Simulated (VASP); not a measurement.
A run of VASP 6.6.1:

INCAR

```
SYSTEM = SnSe
PREC = Accurate
ENCUT = 500
EDIFF = 1E-6
ISMEAR = 1
SIGMA = 0.5
LREAL = .FALSE.
LASPH = .TRUE.
NELM = 120
ALGO = Normal
ISIF = 2
LWAVE = .FALSE.
LCHARG = .TRUE.
GGA = PE
LELF = .TRUE.
LVHAR = .TRUE.
NBANDS = 28
GGA_COMPAT = .FALSE.
```

File KPOINTS:

```
regular mesh
0
G
  4 4 4
  0 0 0
```

POSCAR

```
SnSe
1.0
    4.2193393516      0.0000000000      0.0000000000
    0.0000000000      4.2193393516      0.0000000000
    0.0000000000      0.0000000000      5.9930255593
Sn Se
2 2
Direct
    0.5000000000      0.0000000000      0.2500915766
    0.0000000000      0.5000000000      0.7499084234
    0.5000000000      0.0000000000      0.7498972969
    0.0000000000      0.5000000000      0.2501027031
```

Potentials or basis: VASP PAW PBE potentials, release 64 (Sn_d, Se).

The run is started by

```bash
$ cat potpaw_PBE.64/Sn_d/POTCAR potpaw_PBE.64/Se/POTCAR > POTCAR
$ mpirun -np 1 vasp_std > vasp.out
```

Hardware: 1 thread of Intel(R) Xeon(R) Platinum 8375C CPU @ 2.90GHz (Ice Lake), on a shared host.

Problem. Estimate the wall time of this run.

Solution. Wall time 34 s on 1 thread of Intel(R) Xeon(R) Platinum 8375C CPU @ 2.90GHz (Ice Lake), with other jobs on the host, peak memory 0.22 GiB. Counts: scf iterations 13, k points 18.
